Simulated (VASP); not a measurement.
# La: relaxation of cell and atoms with PBE

Crystal: La.

```
La
1.0
     0.00000    3.25295    3.25295
     3.25295    0.00000    3.25295
     3.25295    3.25295    0.00000
La
2
Cartesian
  -0.8132 -0.8132 -0.8132
  0.8132 0.8132 0.8132
```

```yaml
Program: VASP 6.6.1
Task: relaxation of cell and atoms
Functional: PBE
Potentials_or_basis: VASP PAW PBE potentials, release 64 (La)
Cutoff: 600 eV
k_mesh: 10 × 10 × 10
Occupations: fermi-dirac, width 0.05 eV
Spin: no spin polarisation
Target_pressure: 4.4 GPa
Dipole_correction: no
Further_INCAR_settings: ALGO = Normal; EDIFF = 1e-07; IBRION = 2; EDIFFG = -0.005; NSW = 32; ISIF = 3
```

| Item | Value |
| --- | --- |
| Relaxed volume | 34.37 Å³/atom |
| Relaxed cell | a = 4.598 Å, b = 4.598 Å, c = 4.598 Å, α = 60.00°, β = 60.00°, γ = 60.00° |
| Space group after relaxing (to 0.05 Å) | Fd-3m (No. 227) |
| Energy change on relaxing (the enthalpy is what falls) | +1.5 meV/atom |
| Ionic steps | 3 |
| Pressure after relaxing | 4.4 GPa |
| Band gap on the k mesh | zero (band 11 reaches 8.22 eV, above the bottom of band 12 at 8.04 eV) |

The path:
```tsv
step	energy change (eV)	largest force (eV/Å)	pressure (GPa)	volume (Å³)
1	0.0000	0.0000	4.30	68.84
2	0.0059	0.0000	4.51	68.63
3	0.0029	0.0000	4.40	68.74
```

Final structure:
```
CELL_PARAMETERS angstrom
0.00000 3.25125 3.25125
3.25125 0.00000 3.25125
3.25125 3.25125 0.00000
ATOMIC_POSITIONS crystal
La 0.87500 0.87500 0.87500
La 0.12500 0.12500 0.12500
```

Levels at points of the mesh, in eV from the Fermi level:
| k point | band 7 | band 8 | band 9 | band 10 | band 11 | band 12 | band 13 | band 14 | band 15 |
| --- | --- | --- | --- | --- | --- | --- | --- | --- | --- |
| (0.00, 0.00, 0.00) | -15.42 | -15.42 | -2.35 | -0.82 | -0.82 | 0.96 | 0.96 | 0.96 | 1.76 |
| (0.50, 0.00, 0.00) | -14.92 | -14.92 | -1.27 | -0.67 | -0.67 | -0.15 | 0.05 | 0.05 | 1.81 |
| (0.50, 0.50, 0.00) | -14.37 | -14.37 | -1.84 | -1.84 | -0.15 | -0.15 | 0.76 | 0.76 | 1.87 |

Run time: 2.2 min on 1 thread of AMD EPYC 9R45 96-Core Processor (Zen 5), with other jobs on the host, peak memory 0.25 GiB.

Caveat: the cell is relaxed towards a set pressure, so the enthalpy falls and the energy may rise; spin-orbit coupling is left out, which moves the levels of the heavy elements.
